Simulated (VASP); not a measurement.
## CsLiCr2Te2S3: single point with PBE+U

CsLiCr2Te2S3:

```
CELL_PARAMETERS angstrom
3.42162 -5.18069 0.00784
3.42162 5.18069 0.00784
-2.90411 0.00000 7.43093
ATOMIC_POSITIONS crystal
Cs 0.09374 0.09374 0.00853
Li 0.58875 0.58875 0.55336
Cr 0.05646 0.46755 0.55790
Cr 0.46755 0.05646 0.55790
Te 0.56486 0.87357 0.29035
Te 0.87357 0.56486 0.29035
S 0.81151 0.39697 0.73347
S 0.39697 0.81151 0.73347
S 0.21404 0.21404 0.48371
```

```json
{
  "Program": "VASP 6.6.1",
  "Task": "single point",
  "Functional": "PBE",
  "Potentials or basis": "VASP PAW PBE potentials, release 64 (Cs_sv, Li_sv, Cr_pv, Te, S)",
  "Cutoff": "520 eV",
  "k mesh": "4 × 4 × 3",
  "Occupations": "fermi-dirac, width 0.05 eV",
  "Spin": "collinear spin, ferromagnetic start",
  "Starting moments": "[0.0, 0.0, 3.0, 3.0, 0.0, 0.0, 0.0, 0.0, 0.0] μB",
  "Hubbard terms": "Cr d U = 6.0 eV"
}
```

The largest force is 2.318 eV/Å, the net moment is 5.91 μB per cell and the site moments are Cs -0.00; Li +0.00; Cr +3.44; Te -0.12; S -0.23, -0.25 (each value once) μB. The valence electrons inside the program's atomic spheres are Cs 6.56; Li 2.06; Cr 10.79; Te 3.37; S 3.77, 3.79 (each value once).

Forces in eV/Å, atoms in the order of the input:
```
Cs  -0.020  0.000 -0.128
Li  -0.118  0.000  0.224
Cr  -0.403 -0.276  0.450
Cr  -0.403  0.276  0.450
Te   0.327 -1.750 -1.485
Te   0.327  1.750 -1.485
S    0.133  0.578  1.286
S    0.133 -0.578  1.286
S    0.025  0.000 -0.598
```

Levels at points of the mesh, in eV from the Fermi level:
Spin up:
```tsv
k point	band 33	band 34	band 35	band 36	band 37	band 38	band 39	band 40
(0.00, 0.00, 0.00)	-1.45	-0.98	-0.70	-0.23	0.08	0.88	0.97	1.71
(0.50, 0.00, 0.00)	-1.15	-0.50	-0.26	-0.07	0.29	0.63	0.86	1.21
(0.50, 0.50, 0.00)	-1.04	-0.89	-0.34	0.36	0.61	0.80	0.86	1.00
```
Spin down:
| k point | band 26 | band 27 | band 28 | band 29 | band 30 | band 31 | band 32 | band 33 | band 34 | band 35 |
| --- | --- | --- | --- | --- | --- | --- | --- | --- | --- | --- |
| (0.00, 0.00, 0.00) | -1.77 | -1.58 | -1.47 | -1.11 | -0.30 | 0.03 | 2.93 | 3.00 | 3.35 | 3.71 |
| (0.50, 0.00, 0.00) | -1.92 | -1.59 | -1.13 | -1.00 | -0.65 | 0.31 | 2.96 | 3.18 | 3.39 | 3.54 |
| (0.50, 0.50, 0.00) | -1.87 | -1.73 | -1.10 | -0.98 | -0.15 | 0.11 | 3.10 | 3.46 | 3.60 | 3.62 |

Eigenvalues of the final occupation matrices:
```
    site  spin  trace               eigenvalues
site 3 d     1   3.79  0.46 0.65 0.84 0.91 0.92
site 3 d     2   0.40  0.03 0.04 0.09 0.10 0.13
site 4 d     1   3.79  0.46 0.65 0.84 0.91 0.92
site 4 d     2   0.40  0.03 0.04 0.09 0.10 0.13
```

Wall time 7.4 min on 1 thread of Intel(R) Xeon(R) 6975P-C (Granite Rapids), with other jobs on the host, peak memory 0.69 GiB.

Caveat: spin-orbit coupling is left out, which moves the levels of the heavy elements; the run started ferromagnetic, and an antiferromagnetic order may lie lower in energy; forces of over 1 eV/Å act on the atoms, so gaps and moduli don't describe the material at rest. The state reached can hang on the start; a lower one may exist.
